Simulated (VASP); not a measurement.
# CaO (I4mm) in VASP: single point with LDA

Aim: the single point of CaO with LDA.

Everything below comes from runs of VASP 6.6.1. Logs are shortened: lines on timing, memory, paths and dates and some standing lists are left out, and cuts for length are marked.

## (1) The cell of the first run

Symmetry: I4mm, No. 107, tetragonal system. Conventional cell: a = 3.463 Å, b = 3.463 Å, c = 4.898 Å, α = 90.00°, β = 90.00°, γ = 90.00°. Ca (site symmetry 4mm) has 6 O at 2.39 to 2.51 Å within 3.2 Å. O (site symmetry 4mm) has 6 Ca at 2.39 to 2.51 Å within 3.2 Å.

## (2) Single point, LDA (all Ca atoms moved +0.062 Å, as atom 1 along Cartesian [1 0 0])

Contents of INCAR:

```
SYSTEM = CaO
PREC = Accurate
ENCUT = 520
EDIFF = 1E-6
ISMEAR = 0
SIGMA = 0.05
LREAL = .False.
LASPH = .True.
NELM = 60
ALGO = Normal
ISIF = 2
LWAVE = .False.
LCHARG = .False.
NBANDS = 15
```

Contents of KPOINTS:

```
regular mesh
0
Gamma
  8 8 8
  0 0 0
```

Contents of POSCAR:

```
CaO
1.0
    0.0000000000      2.4490000000      2.4490000000
    2.4490000000      0.0000000000      2.4490000000
    2.4490000000      2.4490000000      0.0000000000
Ca O
1 1
Direct
   -0.0127603103      0.0127603103      0.0127603103
    0.5000000000      0.5000000000      0.5000000000
```

Potentials or basis: VASP PAW LDA potentials, release 64 (Ca_sv, O).

Started as:

```console
$ cat potpaw_LDA.64/Ca_sv/POTCAR potpaw_LDA.64/O/POTCAR > POTCAR
$ mpirun -np 1 vasp_std > vasp.out
```

OUTCAR:

```text
SYSTEM = CaO
   PREC = Accurate
   ENCUT = 520
   EDIFF = 1E-6
   ISMEAR = 0
   LREAL = .False.
   LASPH = .True.
   NELM = 60
   ISIF = 2

 ion  position               nearest neighbor table
   1  0.987  0.013  0.013-   2 2.39   2 2.45   2 2.45   2 2.45   2 2.45   2 2.51
   2  0.500  0.500  0.500-   1 2.39   1 2.45   1 2.45   1 2.45   1 2.45   1 2.51

  LATTYP: Found a face centered cubic cell.
 ALAT       =     4.8980000000

  Lattice vectors:

 A1 = (   0.0000000000,   2.4490000000,   2.4490000000)
 A2 = (   2.4490000000,   0.0000000000,   2.4490000000)
 A3 = (   2.4490000000,   2.4490000000,   0.0000000000)

Analysis of symmetry for initial positions (statically):
=====================================================================
 Subroutine PRICEL returns:
 Original cell was already a primitive cell.

 Routine SETGRP: Setting up the symmetry group for a
 face centered cubic supercell.

 Subroutine GETGRP returns: Found  8 space group operations
 (whereof  8 operations were pure point group operations)
 out of a pool of 48 trial point group operations.

The static configuration has the point symmetry C_4v.

Analysis of symmetry for dynamics (positions and initial velocities):
=====================================================================
 Subroutine PRICEL returns:
 Original cell was already a primitive cell.

 Routine SETGRP: Setting up the symmetry group for a
 face centered cubic supercell.

 Subroutine GETGRP returns: Found  8 space group operations
 (whereof  8 operations were pure point group operations)
 out of a pool of 48 trial point group operations.

The dynamic configuration has the point symmetry C_4v.

 Subroutine INISYM returns: Found  8 space group operations
 (whereof  8 operations are pure point group operations),
 and found     1 'primitive' translations

----------------------------------------------------------------------------------------

                                     Primitive cell

  volume of cell :      29.3762

  direct lattice vectors                    reciprocal lattice vectors
     0.000000000  2.449000000  2.449000000    -0.204164965  0.204164965  0.204164965
     2.449000000  0.000000000  2.449000000     0.204164965 -0.204164965  0.204164965
     2.449000000  2.449000000  0.000000000     0.204164965  0.204164965 -0.204164965

  length of vectors
     3.463409014  3.463409014  3.463409014     0.353624093  0.353624093  0.353624093

  position of ions in fractional coordinates (direct lattice)
     0.987239690  0.012760310  0.012760310
     0.500000000  0.500000000  0.500000000

  ion indices of the primitive-cell ions
   primitive index   ion index
                 1           1
                 2           2

[... 86 lines left out ...]
   ISMEAR =     0;   SIGMA  =   0.05  broadening in eV -4-tet -1-fermi 0-gaus
   EFERMI_NEDOS =   21; number of points for ismear=-14 and -15
   IALGO  =     38    algorithm
   IMIX   =      4    mixing-type and parameters
     AMIX     =   0.40;   BMIX     =  1.00
     AMIX_MAG =   1.60;   BMIX_MAG =  1.00
  volume/ion in A,a.u.               =      14.69        99.12
  Fermi-wavevector in a.u.,A,eV,Ry     =   1.336953  2.526474 24.319632  1.787443
  Thomas-Fermi vector in A             =   2.465539
   LORBIT       =      0    0 simple, 1 ext, 2 COOP (PROOUT), +10 PAW based schemes
   GGA     = CA    functional components
   LHFCALC =     F    Hartree Fock is set to
   AEXX    =    0.0000 exact exchange contribution
   IVDW    =     0    specifies the selected vdW correction
   LEPSILON=     F    determine dielectric tensor
   LRPA    =     F    only Hartree local field effects (RPA)
 non-spin polarized calculation
 Gauss-broadening in eV      SIGMA  =   0.05
  energy-cutoff  :      520.00
  volume of cell :       29.38
 maximum number of plane-waves:       817
 NGX is ok and might be reduce to    28
   NGX = 13   NGY = 13   NGZ = 13

 number of electron      16.0000004 magnetization

 Free energy of the ion-electron system (eV)
  ---------------------------------------------------
  ext. energy  EPLUGINS =         0.00000000
  ---------------------------------------------------
  free energy    TOTEN  =       -14.10105501 eV

  energy without entropy =      -14.10105501  energy(sigma->0) =      -14.10105501

 E-fermi :   1.9155     XC(G=0): -10.7533

 val. band max:        1.6855546496   @ k =   0.0000   0.0000   0.0000
 cond. band min:       5.1766013303   @ k =   0.0000   0.5000   0.5000
 fundamental gap:      3.4910466807
 Fermi energy:         1.9154926641

 k-point     1 :       0.0000    0.0000    0.0000
  band No.  band energies     occupation
      1     -35.5898      2.00000
      2     -16.6794      2.00000
      3     -16.6764      2.00000
      4     -16.6764      2.00000
      5     -13.4009      2.00000
      6       1.6847      2.00000
      7       1.6856      2.00000
      8       1.6856      2.00000
      9       5.8160      0.00000
     10       7.6722      0.00000
     11       7.6872      0.00000
     12       7.6872      0.00000
     13       9.1326      0.00000
     14       9.1584      0.00000
[... 401 lines left out ...]
      2     -17.3374      2.00000
      3     -16.9024      2.00000
      4     -16.8030      2.00000
      5     -12.7374      2.00000
      6      -0.0783      2.00000
      7       0.6349      2.00000
      8       0.9351      2.00000
      9       6.8042      0.00000
     10       9.1243      0.00000
     11      10.0744      0.00000
     12      10.2110      0.00000
     13      10.9675      0.00000
     14      12.6362      0.00000
     15      15.0600      0.00000

 [... further k-points ...]

------------------------ aborting loop because EDIFF is reached ----------------------------------------

  FORCE on cell =-STRESS in cart. coord.  units (eV):
  Direction    XX          YY          ZZ          XY          YZ          ZX
  --------------------------------------------------------------------------------------
  -------------------------------------------------------------------------------------
  Total       -1.9743144     -2.0556141     -2.0556141      0.0000000      0.0000000      0.0000000
  in kB     -107.6788826   -112.1129599   -112.1129599      0.0000000      0.0000000      0.0000000
  external PRESSURE =    -110.6349342 kB  Pullay stress =       0.0000000 kB

 VOLUME and BASIS-vectors are now :
 -----------------------------------------------------------------------------
  energy-cutoff  :      520.00
  volume of cell :       29.38
      direct lattice vectors                 reciprocal lattice vectors
     0.000000000  2.449000000  2.449000000    -0.204164965  0.204164965  0.204164965
     2.449000000  0.000000000  2.449000000     0.204164965 -0.204164965  0.204164965
     2.449000000  2.449000000  0.000000000     0.204164965  0.204164965 -0.204164965

 POSITION                                       TOTAL-FORCE (eV/Angst)
 -----------------------------------------------------------------------------------
      0.06250      2.44900      2.44900        -0.118705      0.000000      0.000000
      2.44900      2.44900      2.44900         0.118705      0.000000      0.000000
 -----------------------------------------------------------------------------------
    total drift:                                0.000381      0.000000      0.000000

  FREE ENERGIE OF THE ION-ELECTRON SYSTEM (eV)
  ---------------------------------------------------
  free  energy   TOTEN  =       -14.1010550134 eV

  energy  without entropy=      -14.1010550134  energy(sigma->0) =      -14.10105501
```

OSZICAR:

```text
N       E                     dE             d eps       ncg     rms          rms(c)
DAV:   1     0.121468117410E+03    0.12147E+03   -0.82044E+03  1770   0.107E+03
DAV:   2    -0.102458809445E+02   -0.13171E+03   -0.12276E+03  2225   0.289E+02
DAV:   3    -0.156452823416E+02   -0.53994E+01   -0.53589E+01  2134   0.596E+01
DAV:   4    -0.158028984227E+02   -0.15762E+00   -0.15752E+00  2450   0.927E+00
DAV:   5    -0.158043783903E+02   -0.14800E-02   -0.14800E-02  2114   0.833E-01    0.844E+00
DAV:   6    -0.142734546705E+02    0.15309E+01   -0.51810E+00  1967   0.213E+01    0.393E+00
DAV:   7    -0.141371923825E+02    0.13626E+00   -0.45313E-01  2036   0.673E+00    0.183E+00
DAV:   8    -0.141016181716E+02    0.35574E-01   -0.82310E-02  2197   0.300E+00    0.340E-01
DAV:   9    -0.141009429916E+02    0.67518E-03   -0.37376E-03  2009   0.470E-01    0.106E-01
DAV:  10    -0.141010745281E+02   -0.13154E-03   -0.25212E-04  2297   0.170E-01    0.492E-02
DAV:  11    -0.141010551762E+02    0.19352E-04   -0.30875E-05  2294   0.577E-02    0.606E-03
DAV:  12    -0.141010550134E+02    0.16276E-06   -0.36509E-06  2277   0.179E-02
   1 F= -.14101055E+02 E0= -.14101055E+02  d E =-.102669E-12
```

stdout:

```text
POSCAR found type information on POSCAR CaO
 POSCAR found :  2 types and       2 ions
 scaLAPACK will be used
 LDA part: xc-table for (Slater(with rela. corr.)+CA(PZ))
 , standard interpolation
 POSCAR, INCAR and KPOINTS ok, starting setup
 FFT: planning ... GRIDC
 FFT: planning ... GRID_SOFT
 FFT: planning ... GRID
 WAVECAR not read
 entering main loop
```

Wall time 13 s (1 thread of AMD EPYC 9R45 (Zen 5), shared host); peak memory 0.12 GiB.

What came out:

```
Free energy            : -14.1011 eV
Pressure               : -11.1 GPa
Largest force          : 0.119 eV/Å
Band gap on the k mesh : 3.49 eV, indirect (least direct gap 3.87 eV)
```

Forces on the atoms (eV/Å):
```
Ca  -0.119  0.000  0.000
O    0.119  0.000  0.000
```

Stress tensor (GPa, compression positive):
```
-10.77   0.00   0.00
  0.00 -11.21   0.00
  0.00   0.00 -11.21
```

Levels at points of the mesh, in eV from the valence-band top:
```tsv
k point	band 4	band 5	band 6	band 7	band 8	band 9	band 10	band 11	band 12	band 13
(0.00, 0.00, 0.00)	-18.36	-15.09	0.00	0.00	0.00	4.13	5.99	6.00	6.00	7.45
(0.50, 0.00, 0.00)	-18.41	-14.05	-2.57	-1.11	-1.11	6.70	7.82	8.02	8.09	9.96
(0.50, 0.50, 0.00)	-18.56	-14.83	-1.32	-0.40	-0.38	3.52	7.60	8.58	9.17	9.17
(0.00, 0.50, 0.50)	-18.56	-14.83	-1.31	-0.38	-0.38	3.49	7.60	8.57	9.17	9.17
```

Caveat: the cell differs from its parent crystal (all Ca atoms moved +0.062 Å, as atom 1 along Cartesian [1 0 0]). A k mesh can miss the band edges.
